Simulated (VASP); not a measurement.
# GaN (kscan) (P6_3mc) in VASP: notebook, part 2 of 2

VASP 6.6.1. Earlier steps stand in the parts before.

## (4) Single point, r2SCAN

The input, POSCAR:

```
GaN
1.0
    3.1889304000      0.0000000000      0.0000000000
   -1.5944652000      2.7616947400      0.0000000000
    0.0000000000      0.0000000000      5.1923572500
Ga N
2 2
Direct
    0.6666666700      0.3333333300      0.4990837100
    0.3333333300      0.6666666700      0.9990837100
    0.6666666700      0.3333333300      0.8759162900
    0.3333333300      0.6666666700      0.3759162900
```

The input, INCAR.step1:

```
SYSTEM = GaN
ALGO = Normal ; EDIFF = 1E-5
ENCUT = 910 ; GGA = PE
GGA_COMPAT = .FALSE. ; ISMEAR = 0
LASPH = .TRUE. ; LCHARG = .FALSE.
LREAL = .FALSE. ; LWAVE = .TRUE.
NBANDS = 26 ; NELM = 120
PREC = Accurate ; SIGMA = 0.1
```

The input, INCAR.step2:

```
SYSTEM = GaN
ALGO = Normal ; EDIFF = 1E-6
ENCUT = 910 ; GGA_COMPAT = .FALSE.
ISIF = 2 ; ISMEAR = 0
ISTART = 1 ; LASPH = .TRUE.
LCHARG = .FALSE. ; LMIXTAU = .TRUE.
LREAL = .FALSE. ; LWAVE = .FALSE.
METAGGA = R2SCAN ; NBANDS = 26
NELM = 120 ; PREC = Accurate
SIGMA = 0.1
```

The input, KPOINTS:

```
k-points
0
G
  6 6 4
  0 0 0
```

Potentials or basis: VASP PAW PBE potentials, release 64 (Ga_d, N_h).

Command:

```sh
$ cat potpaw_PBE.64/Ga_d/POTCAR potpaw_PBE.64/N_h/POTCAR > POTCAR
$ cp INCAR.step1 INCAR
$ mpirun -np 1 vasp_std > vasp.out
$ cp INCAR.step2 INCAR
$ mpirun -np 1 vasp_std > vasp.out
```

OUTCAR:

```text
SYSTEM = GaN
   EDIFF = 1E-6
   ENCUT = 910
   ISIF = 2
   ISMEAR = 0
   ISTART = 1
   LASPH = .TRUE.
   LREAL = .FALSE.
   METAGGA = R2SCAN
   NELM = 120
   PREC = Accurate

 ion  position               nearest neighbor table
   1  0.667  0.333  0.499-   4 1.95   4 1.95   4 1.95   3 1.96
   2  0.333  0.667  0.999-   3 1.95   3 1.95   3 1.95   4 1.96
   3  0.667  0.333  0.876-   2 1.95   2 1.95   2 1.95   1 1.96
   4  0.333  0.667  0.376-   1 1.95   1 1.95   1 1.95   2 1.96

  LATTYP: Found a hexagonal cell.
 ALAT       =     3.1889304000
 C/A-ratio  =     1.6282441442

  Lattice vectors:

 A1 = (   3.1889304000,   0.0000000000,   0.0000000000)
 A2 = (  -1.5944652000,   2.7616947400,   0.0000000000)
 A3 = (   0.0000000000,   0.0000000000,   5.1923572500)

Analysis of symmetry for initial positions (statically):
=====================================================================
 Subroutine PRICEL returns:
 Original cell was already a primitive cell.

 Routine SETGRP: Setting up the symmetry group for a
 hexagonal supercell.

 Subroutine GETGRP returns: Found 12 space group operations
 (whereof  6 operations were pure point group operations)
 out of a pool of 24 trial point group operations.

The static configuration has the point symmetry C_3v.
 The point group associated with its full space group is C_6v.

Analysis of symmetry for dynamics (positions and initial velocities):
=====================================================================
 Subroutine PRICEL returns:
 Original cell was already a primitive cell.

 Routine SETGRP: Setting up the symmetry group for a
 hexagonal supercell.

 Subroutine GETGRP returns: Found 12 space group operations
 (whereof  6 operations were pure point group operations)
 out of a pool of 24 trial point group operations.

The dynamic configuration has the point symmetry C_3v.
 The point group associated with its full space group is C_6v.

[... 116 lines left out ...]
   IMIX   =      4    mixing-type and parameters
     AMIX     =   0.40;   BMIX     =  1.00
     AMIX_MAG =   1.60;   BMIX_MAG =  1.00
  volume/ion in A,a.u.               =      11.43        77.15
  Fermi-wavevector in a.u.,A,eV,Ry     =   1.511636  2.856578 31.089905  2.285044
  Thomas-Fermi vector in A             =   2.621667
   LORBIT       =      0    0 simple, 1 ext, 2 COOP (PROOUT), +10 PAW based schemes
   METAGGA = R2SCAN    functional components
   LHFCALC =     F    Hartree Fock is set to
   AEXX    =    0.0000 exact exchange contribution
   IVDW    =     0    specifies the selected vdW correction
   LEPSILON=     F    determine dielectric tensor
   LRPA    =     F    only Hartree local field effects (RPA)
 non-spin polarized calculation
 Gauss-broadening in eV      SIGMA  =   0.10
  energy-cutoff  :      910.00
  volume of cell :       45.73
 maximum number of plane-waves:      2864
 NGX is ok and might be reduce to    32
   NGX = 15   NGY = 15   NGZ = 25

 number of electron      36.0000002 magnetization

 Free energy of the ion-electron system (eV)
  ---------------------------------------------------
  ext. energy  EPLUGINS =         0.00000000
  ---------------------------------------------------
  free energy    TOTEN  =       -43.81666723 eV

  energy without entropy =      -43.81666723  energy(sigma->0) =      -43.81666723

 E-fermi :   5.8299     XC(G=0): -12.6244

 val. band max:        5.3412768385   @ k =   0.0000   0.0000   0.0000
 cond. band min:       7.6453902186   @ k =   0.0000   0.0000   0.0000
 fundamental gap:      2.3041133801
 Fermi energy:         5.8298914664

 k-point     1 :       0.0000    0.0000    0.0000
  band No.  band energies     occupation
      1     -11.4278      2.00000
      2     -10.4380      2.00000
      3      -8.4856      2.00000
      4      -8.4700      2.00000
      5      -8.4700      2.00000
      6      -8.4027      2.00000
[... 598 lines left out ...]
     25      20.0769      0.00000
     26      20.0769      0.00000

------------------------ aborting loop because EDIFF is reached ----------------------------------------

  FORCE on cell =-STRESS in cart. coord.  units (eV):
  Direction    XX          YY          ZZ          XY          YZ          ZX
  --------------------------------------------------------------------------------------
  -------------------------------------------------------------------------------------
  Total       -0.0203379     -0.0203379     -0.0435999      0.0000000      0.0000000      0.0000000
  in kB       -0.7125769     -0.7125770     -1.5276042      0.0000000      0.0000000      0.0000000
  external PRESSURE =      -0.9842527 kB  Pullay stress =       0.0000000 kB

 VOLUME and BASIS-vectors are now :
 -----------------------------------------------------------------------------
  energy-cutoff  :      910.00
  volume of cell :       45.73
      direct lattice vectors                 reciprocal lattice vectors
     3.188930400  0.000000000  0.000000000     0.313584768  0.181048250  0.000000000
    -1.594465200  2.761694740  0.000000000     0.000000000  0.362096500  0.000000000
     0.000000000  0.000000000  5.192357250     0.000000000  0.000000000  0.192590754

 POSITION                                       TOTAL-FORCE (eV/Angst)
 -----------------------------------------------------------------------------------
      1.59447      0.92056      2.59142         0.000000     -0.000000      0.001067
     -0.00000      1.84113      5.18760        -0.000000      0.000000      0.001067
      1.59447      0.92056      4.54807        -0.000000     -0.000000     -0.001067
     -0.00000      1.84113      1.95189        -0.000000      0.000000     -0.001067
 -----------------------------------------------------------------------------------
    total drift:                               -0.000014      0.000008     -0.004018

  FREE ENERGIE OF THE ION-ELECTRON SYSTEM (eV)
  ---------------------------------------------------
  free  energy   TOTEN  =       -43.8166672324 eV

  energy  without entropy=      -43.8166672324  energy(sigma->0) =      -43.81666723
```

OUTCAR.step1:

```text
SYSTEM = GaN
   EDIFF = 1E-5
   ENCUT = 910
   GGA = PE
   ISMEAR = 0
   LASPH = .TRUE.
   LREAL = .FALSE.
   NELM = 120
[... 833 lines left out ...]
     -0.00000      1.84113      5.18760        -0.000000     -0.000000      0.005880
      1.59447      0.92056      4.54807         0.000000     -0.000000     -0.005880
     -0.00000      1.84113      1.95189         0.000000      0.000000     -0.005880
 -----------------------------------------------------------------------------------
    total drift:                               -0.000015      0.000008      0.000122

  FREE ENERGIE OF THE ION-ELECTRON SYSTEM (eV)
  ---------------------------------------------------
  free  energy   TOTEN  =       -24.3178065394 eV

  energy  without entropy=      -24.3178065394  energy(sigma->0) =      -24.31780654
```

It took 95 s on 1 thread of Intel Xeon 6975P-C (Granite Rapids), shared host; peak memory 0.25 GiB.

Results:

- Free energy: -43.8167 eV
- Pressure: -0.1 GPa
- Band gap on the k mesh: 2.30 eV, direct

Stress tensor (GPa, compression positive):
```
-0.07  0.00  0.00
 0.00 -0.07  0.00
 0.00  0.00 -0.15
```

Caveat: the cutoff is under 1.25 times the usual one of these potentials, so pressure, stress and relaxed cells hold a basis-set (Pulay) error; the PAW data sets were made with another functional, which shifts forces and pressure a little.

## (5) Overview

```tsv
potentials or basis	cell	k mesh	cutoff (eV)	smearing	second run	gap on the mesh (eV)	pressure (GPa)	largest force (eV/Å)
VASP PAW PBE potentials, release 64 (Ga_d, N)	a = 3.189, b = 3.189, c = 5.192 Å, angles 90.0, 90.0, 120.0°, 4 atoms	6 × 6 × 4	520	gaussian 0.1 eV	-	2.31	0.0	0.01
VASP PAW PBE potentials, release 64 (Ga_d, N)	a = 3.183, b = 3.183, c = 5.184 Å, angles 90.0, 90.0, 120.0°, 4 atoms	12 × 12 × 6	520	gaussian 0.02 eV	-	2.34	1.1	0.01
VASP PAW PBE potentials, release 64 (Ga_d, N_h)	a = 3.189, b = 3.189, c = 5.192 Å, angles 90.0, 90.0, 120.0°, 4 atoms	6 × 6 × 4	910	gaussian 0.1 eV	hard_potentials	2.30	-0.1	-
```

Alike in all rows: task single point; level r2SCAN; no spin polarisation.

Caveats: the PAW data sets were made with another functional, which shifts forces and pressure a little; the cutoff is under 1.25 times the usual one of these potentials, so pressure, stress and relaxed cells hold a basis-set (Pulay) error (some runs).

Total energies depend on the potentials used, so only differences within one code and one set of settings carry meaning.
